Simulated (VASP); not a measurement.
Input of a VASP 6.6.1 run:

INCAR

```
SYSTEM = ScSi2
PREC = Accurate
ENCUT = 520
EDIFF = 1E-6
ISMEAR = -1
SIGMA = 0.05
LREAL = .FALSE.
LASPH = .TRUE.
NELM = 80
ALGO = Normal
ISIF = 2
LWAVE = .FALSE.
LCHARG = .FALSE.
GGA = PS
NBANDS = 16
```

KPOINTS

```
Automatic mesh
0
G
  13 13 11
  0 0 0
```

Contents of POSCAR:

```
ScSi2
1.0
    3.7317816154      0.0000000000      0.0000000000
   -1.8658908077      3.2318176803      0.0000000000
    0.0000000000      0.0000000000      3.9459016228
Sc Si
1 2
Direct
    0.0000000000      0.0000000000      0.0000000000
    0.3333333333      0.6666666667      0.5000000000
    0.6666666667      0.3333333333      0.5000000000
```

Potentials or basis: VASP PAW PBE potentials, release 64 (Sc_sv, Si).

The run is started by

```console
$ cat potpaw_PBE.64/Sc_sv/POTCAR potpaw_PBE.64/Si/POTCAR > POTCAR
$ mpirun -np 1 vasp_std > vasp.out
```

**Question.** What does it give for the pressure?

**Answer.** 12.1 GPa.

**Question.** Estimate the band gap on the k mesh.

**Answer.** Zero (an odd number of electrons rules out a gap without spin polarisation).

Stress tensor (GPa, compression positive):
```
21.71  0.00  0.00
 0.00 21.71  0.00
 0.00  0.00 -7.15
```

Caveat: the cell stands under pressure; the PAW data sets were made with another functional, which shifts forces and pressure a little.
